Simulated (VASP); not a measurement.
Set up this calculation in VASP 6.6.1, as the native input.

| Item | Value |
| --- | --- |
| Task | relaxation of cell and atoms |
| Functional | PBEsol |
| Potentials or basis | VASP PAW PBE potentials, release 64 (Na_pv, Ag) |
| Cutoff | 600 eV |
| k mesh | 9 × 9 × 9 |
| Occupations | fermi-dirac, width 0.05 eV |
| Spin | no spin polarisation |
| Dipole correction | no |
| Further INCAR settings | ALGO = Normal; EDIFF = 1e-07; IBRION = 2; EDIFFG = -0.005; NSW = 70; ISIF = 3 |

The structure of NaAg (NaTl type) lies in POSCAR:

```
NaAg
1.0
    0.0000000000      3.7074667818      3.7074667818
    3.7074667818      0.0000000000      3.7074667818
    3.7074667818      3.7074667818      0.0000000000
Na Ag
2 2
Direct
    0.1250000000      0.1250000000      0.1250000000
   -0.1250000000     -0.1250000000     -0.1250000000
    0.3750000000      0.3750000000      0.3750000000
   -0.3750000000     -0.3750000000     -0.3750000000
```

These files were run (other wordings do the same):

INCAR

```
  PREC = Accurate
  ENCUT = 600
  EDIFF = 1E-7
  ISMEAR = -1
  SIGMA = 0.05
  LREAL = False
  LASPH = True
  NELM = 100
  ALGO = Normal
  ISIF = 3
  LWAVE = False
  LCHARG = False
  GGA = PS
  IBRION = 2
  NSW = 70
  EDIFFG = -0.005
```

KPOINTS

```
Automatic mesh
0
Gamma
  9 9 9
```

Potentials or basis: VASP PAW PBE potentials, release 64 (Na_pv, Ag).

Run with:

```console
$ cat potpaw_PBE.64/Na_pv/POTCAR potpaw_PBE.64/Ag/POTCAR > POTCAR
$ mpirun -np 1 vasp_std > vasp.out
```

Results of the run:

```json
{"Relaxed volume": "20.40 Å³/atom", "Relaxed cell": "a = 4.869 Å, b = 4.869 Å, c = 4.869 Å, α = 60.00°, β = 60.00°, γ = 60.00°", "Space group after relaxing (to 0.1 Å)": "Fd-3m (No. 227)", "Energy gained by relaxing": "92.3 meV/atom", "Ionic steps": "5", "Pressure after relaxing": "0.0 GPa", "Band gap on the k mesh": "zero (bands 18 and 19 overlap by 5.11 eV)"}
```

Caveat: the volume moved by over 15 % at a fixed basis, so the end points are rough; the PAW data sets were made with another functional, which shifts forces and pressure a little.

Run time: 2.8 min on 1 thread of Intel(R) Xeon(R) 6975P-C (Granite Rapids), with other jobs on the host, peak memory 0.32 GiB.
